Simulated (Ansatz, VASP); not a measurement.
## Sn3As: VASP beside Ansatz

```
Sn As
1.0
     0.00000    3.66660    3.66660
     3.66660    0.00000    3.66660
     3.66660    3.66660    0.00000
Sn As
3 1
Direct
  0.75000 0.75000 0.75000
  0.50000 0.50000 0.50000
  0.25000 0.25000 0.25000
  0.00000 0.00000 0.00000
```

Alike in both runs: functional PBE; k mesh 4 × 4 × 4; occupations gaussian, width 0.1 eV; no spin polarisation.

Ansatz relaxed the structure, and its values are those at the end. VASP's run is a single point on that final structure, the one shown.

|  | VASP | Ansatz |
| --- | --- | --- |
| version | VASP 6.6.1 | Ansatz 0.2.0 |
| potentials or method | VASP PAW PBE potentials, release 64 (Sn_d, As), cutoff 520 eV | scalar-relativistic, plane waves, PAW |
| valence electrons in the cell | 47 | 57 |

|  | VASP | Ansatz | Ansatz less VASP |
| --- | --- | --- | --- |
| gap on the k mesh at the Fermi level (eV) | none | none | - |
| pressure (GPa) | 0.1 | 0.1 | +0.03 |

A gap of «none» marks a metal or a gap that the smearing closes. With one functional, cell and mesh, what is left measures potentials, basis and numerics. VASP's potentials hold 47 valence electrons a cell and Ansatz's 57, so a difference there can come from the potentials and not from the codes.

The k mesh is coarse, so the values compare programs but aren't converged.
